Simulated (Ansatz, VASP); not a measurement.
# WC: VASP beside Ansatz

```
W C
1.0
     0.00000    2.17269    2.17269
     2.17269    0.00000    2.17269
     2.17269    2.17269    0.00000
W C
1 1
Direct
  0.00652 0.99169 0.00601
  0.49348 0.50831 0.49399
```

Change from the starting cell: all atoms moved at random, sigma 0.02 Å a component.

Alike in both runs: task single point; functional PBEsol; k mesh 14 × 14 × 14; occupations gaussian, width 0.15 eV; no spin polarisation.

|  | VASP | Ansatz |
| --- | --- | --- |
| version | VASP 6.6.1 | Ansatz 0.2.0 |
| potentials or method | VASP PAW PBE potentials, release 64 (W_sv, C), cutoff 520 eV | scalar-relativistic, plane waves, PAW |
| valence electrons in the cell | 18 | 18 |

```csv
,VASP,Ansatz,Ansatz less VASP
gap on the k mesh at the Fermi level (eV),none,none,-
pressure (GPa),1.7,0.6,-1.13
"traceless stress, the component that is largest in VASP (GPa)",1.19,1.18,-0.014
rms of the force components (eV/Å),0.257,0.254,-0.0035
```

VASP's potentials were made for PBE, not for PBEsol. Atom by atom the forces differ by 0.004 eV/Å (rms over components). A gap of «none» marks a metal or a gap that the smearing closes.

Spin-orbit coupling is off throughout.
